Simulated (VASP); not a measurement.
ScAl3N4 (sol): single point with PBEsol

ScAl3N4 (sol):

```xyz
8
Lattice="-3.2086 0.0000 0.0000 0.0000 5.6038 -0.0022 1.6043 -2.7999 -5.0387" Properties=species:S:1:pos:R:3 pbc="T T T"
Sc    0.0000    1.8590   -0.1674
Al   -1.6043    4.6794   -0.1354
Al   -1.6043    0.9242   -2.6752
Al    0.0000    3.7499   -2.6339
N    -1.6043   -0.9413   -2.9329
N     0.0000    1.8804   -2.9623
N    -1.6043    0.8699   -0.5077
N     0.0000    3.7948   -0.4503
```

| Property | Result |
| --- | --- |
| Program | VASP 6.6.1 |
| Task | single point |
| Functional | PBEsol |
| Potentials or basis | VASP PAW PBE potentials, release 64 (Sc_sv, Al, N) |
| Cutoff | 520 eV |
| k mesh | 8 × 6 × 8 |
| Occupations | gaussian, width 0.01 eV |
| Spin | no spin polarisation |

| Quantity | Value |
| --- | --- |
| Pressure | 3.2 GPa |
| Largest force | 2.528 eV/Å |
| Band gap on the k mesh | 2.84 eV, direct |

Forces on the atoms (eV/Å):
```
Sc   0.000  0.172  1.293
Al   0.000  0.064  0.777
Al   0.000 -0.043  1.175
Al   0.000 -0.106  1.272
N    0.000  0.118 -0.813
N    0.000  0.053 -0.787
N    0.000 -1.866 -1.706
N    0.000  1.609 -1.212
```

Stress tensor (GPa, compression positive):
```
 11.07   0.00   0.00
  0.00  10.93   0.33
  0.00   0.33 -12.32
```

Levels at points of the mesh, in eV from the valence-band top:
| k point | band 18 | band 19 | band 20 | band 21 | band 22 | band 23 |
| --- | --- | --- | --- | --- | --- | --- |
| (0.00, 0.00, 0.00) | -1.32 | -1.24 | 0.00 | 2.84 | 4.02 | 4.33 |
| (0.50, 0.00, 0.00) | -1.53 | -0.99 | -0.84 | 3.92 | 4.04 | 4.72 |
| (0.00, 0.50, 0.00) | -1.11 | -0.92 | -0.70 | 4.02 | 5.07 | 5.17 |
| (0.50, 0.50, 0.00) | -1.68 | -0.95 | -0.29 | 3.67 | 4.10 | 4.44 |
| (0.00, 0.00, 0.50) | -1.61 | -1.37 | -1.14 | 4.30 | 4.56 | 4.92 |
| (0.00, 0.50, 0.50) | -1.06 | -0.83 | -0.65 | 4.36 | 4.82 | 5.04 |

Wall time 3.3 min on 1 thread of Intel(R) Xeon(R) Platinum 8559C (Emerald Rapids) (shared host), peak memory 0.39 GiB.

Caveat: the PAW data sets were made with another functional, which shifts forces and pressure a little. A k mesh can miss the band edges.
